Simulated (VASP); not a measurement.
## Rh: relaxation of cell and atoms with PBEsol

Rh:

```
Rh
1.0
    -1.26918    1.26918    1.26918
     1.26918   -1.26918    1.26918
     1.26918    1.26918   -1.26918
Rh
1
Direct
  0.00000 0.00000 0.00000
```

```
Program                : VASP 6.6.1
Task                   : relaxation of cell and atoms
Functional             : PBEsol
Potentials or basis    : VASP PAW PBE potentials, release 64 (Rh_pv)
Cutoff                 : 600 eV
k mesh                 : 21 × 21 × 21
Occupations            : fermi-dirac, width 0.1 eV
Spin                   : no spin polarisation
Target pressure        : 510 GPa
Dipole correction      : no
Further INCAR settings : ALGO = Normal; EDIFF = 1e-06; IBRION = 2; EDIFFG = -0.005; NSW = 32; ISIF = 3
```

```
Relaxed volume                                         : 8.20 Å³/atom
Relaxed cell                                           : a = 2.201 Å, b = 2.201 Å, c = 2.201 Å, α = 109.47°, β = 109.47°, γ = 109.47°
Space group after relaxing (to 0.05 Å)                 : Im-3m (No. 229)
Energy change on relaxing (the enthalpy is what falls) : -80.5 meV/atom
Ionic steps                                            : 4
Pressure after relaxing                                : 510.0 GPa
```

Step by step:
| step | energy change (eV) | largest force (eV/Å) | pressure (GPa) | volume (Å³) |
| --- | --- | --- | --- | --- |
| 1 | 0.0000 | 0.0000 | 516.86 | 8.18 |
| 2 | -1.2215 | 0.0000 | 416.00 | 8.60 |
| 3 | -0.0849 | 0.0000 | 509.62 | 8.20 |
| 4 | -0.0805 | 0.0000 | 510.00 | 8.20 |

Final structure:
```yaml
crystal:
  lattice:
    - [-1.27048, 1.27048, 1.27048]
    - [1.27048, -1.27048, 1.27048]
    - [1.27048, 1.27048, -1.27048]
  atoms:
    - { symbol: Rh, position: [0.00000, 0.00000, 0.00000] }
```

Levels at points of the mesh, in eV from the Fermi level:
| k point | band 5 | band 6 | band 7 | band 8 | band 9 | band 10 |
| --- | --- | --- | --- | --- | --- | --- |
| (0.00, 0.00, 0.00) | -6.44 | -6.44 | -6.44 | -1.40 | -1.40 | 17.59 |

It took 42 s on 1 thread of Intel Xeon 6975P-C, on a shared host, peak memory 0.16 GiB.

Caveat: the cell is relaxed towards a set pressure, so the enthalpy falls and the energy may rise; the PAW data sets were made with another functional, which shifts forces and pressure a little.
